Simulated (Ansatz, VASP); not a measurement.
## CdS: VASP beside Ansatz

File INCAR:

```
SYSTEM = CdS
PREC = Accurate
ENCUT = 520
EDIFF = 1E-6
ISMEAR = -1
SIGMA = 0.02
LREAL = .False.
LASPH = .True.
NELM = 80
ALGO = Normal
ISIF = 2
LWAVE = .False.
LCHARG = .False.
GGA = PS
NBANDS = 26
```

File KPOINTS:

```
Automatic mesh
0
Gamma
  6 6 4
  0 0 0
```

File POSCAR:

```
CdS
1.0
    4.1500000000      0.0000000000      0.0000000000
   -2.0750000000      3.5940054257      0.0000000000
    0.0000000000      0.0000000000      6.7370000000
Cd S
2 2
Direct
    0.3333330000      0.6666670000      0.0000000000
    0.6666670000      0.3333330000      0.5000000000
    0.3333330000      0.6666670000      0.3750000000
    0.6666670000      0.3333330000      0.8750000000
```

Input for Ansatz:

```yaml
crystal:
  lattice:
    - [4.15, 0.0, 0.0]
    - [-2.0749999999999993, 3.594005425705421, 0.0]
    - [0.0, 0.0, 6.737]
  atoms:
    - { symbol: Cd, position: [0.333333, 0.666667, 0.0] }
    - { symbol: Cd, position: [0.6666669999999999, 0.33333299999999993, 0.5] }
    - { symbol: S, position: [0.333333, 0.666667, 0.37499999999999994] }
    - { symbol: S, position: [0.6666669999999999, 0.33333299999999993, 0.8749999999999999] }
kpoints:
  mp_grid:
    grid: [6, 6, 4]
hamiltonian:
  xc: pbesol
scf:
  occupations:
    method: fermi_dirac
    width: 0.02
output:
  eigenvalues: true
```

Alike in both runs: task single point; functional PBEsol; k mesh 6 × 6 × 4; occupations fermi-dirac, width 0.02 eV; no spin polarisation.

|  | VASP | Ansatz |
| --- | --- | --- |
| version | VASP 6.6.1 | Ansatz 0.2.0 |
| potentials or method | VASP PAW PBE potentials, release 64 (Cd, S) | plane waves, PAW |
| plane-wave cutoff (eV) | 520 | 420 |
| valence electrons in the cell | 36 | 52 |

|  | VASP | Ansatz | Ansatz less VASP |
| --- | --- | --- | --- |
| gap on the k mesh at the Fermi level (eV) | 1.06 | 1.06 | -0.004 |

VASP's potentials were made for PBE, not for PBEsol. The functional is the same, so the differences come from potentials, cutoffs and numerics. VASP's potentials hold 36 valence electrons a cell and Ansatz's 52, so a difference there can come from the potentials and not from the codes. Ansatz's warnings: structure snapped to symmetry.
